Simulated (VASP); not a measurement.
Write the native input for VASP 6.6.1 that does the following.

```
Task                   : relaxation of cell and atoms
Functional             : PBEsol
Potentials or basis    : VASP PAW PBE potentials, release 64 (Rb_sv, Br)
Cutoff                 : 500 eV
k mesh                 : 6 × 6 × 6
Occupations            : gaussian, width 0.01 eV
Spin                   : no spin polarisation
Target pressure        : 1 GPa
Dipole correction      : no
Further INCAR settings : ALGO = Normal; EDIFF = 1e-07; IBRION = 2; EDIFFG = -0.001; NSW = 80; ISIF = 3
```

The structure of RbBr lies in POSCAR:

```
RbBr
1.0
    0.0000000000      3.4222214040      3.4222214040
    3.4222214040      0.0000000000      3.4222214040
    3.4222214040      3.4222214040      0.0000000000
Rb Br
1 1
Direct
    0.0000000000      0.0000000000      0.0000000000
    0.5000000000      0.5000000000      0.5000000000
```

One way to write it, as run:

INCAR

```
PREC = Accurate
ENCUT = 500
EDIFF = 1E-7
ISMEAR = 0
SIGMA = 0.01
LREAL = False
LASPH = True
NELM = 120
ALGO = Normal
ISIF = 3
LWAVE = False
LCHARG = False
GGA = PS
IBRION = 2
NSW = 80
EDIFFG = -0.001
PSTRESS = 10.0
GGA_COMPAT = False
NELMIN = 4
```

KPOINTS

```
Automatic mesh
0
Gamma
  6 6 6
```

Potentials or basis: VASP PAW PBE potentials, release 64 (Rb_sv, Br).

Launch:

```sh
$ cat potpaw_PBE.64/Rb_sv/POTCAR potpaw_PBE.64/Br/POTCAR > POTCAR
$ mpirun -np 1 vasp_std > vasp.out
```

Results of the run:

- Relaxed volume: 37.79 Å³/atom
- Relaxed cell: a = 4.746 Å, b = 4.746 Å, c = 4.746 Å, α = 60.00°, β = 60.00°, γ = 60.00°
- Space group after relaxing (to 0.1 Å): Fm-3m (No. 225)
- Energy change on relaxing (the run minimises the enthalpy): +7.0 meV/atom
- Ionic steps: 5
- Pressure after relaxing: 1.0 GPa
- Band gap on the k mesh: 4.36 eV

Caveat: the cell is relaxed towards a set pressure, so the run minimises the enthalpy, not the energy; the PAW data sets were made with another functional, which shifts forces and pressure a little.

It took 100 s on 1 thread of Intel Xeon 8259CL, on a shared host, peak memory 0.22 GiB.
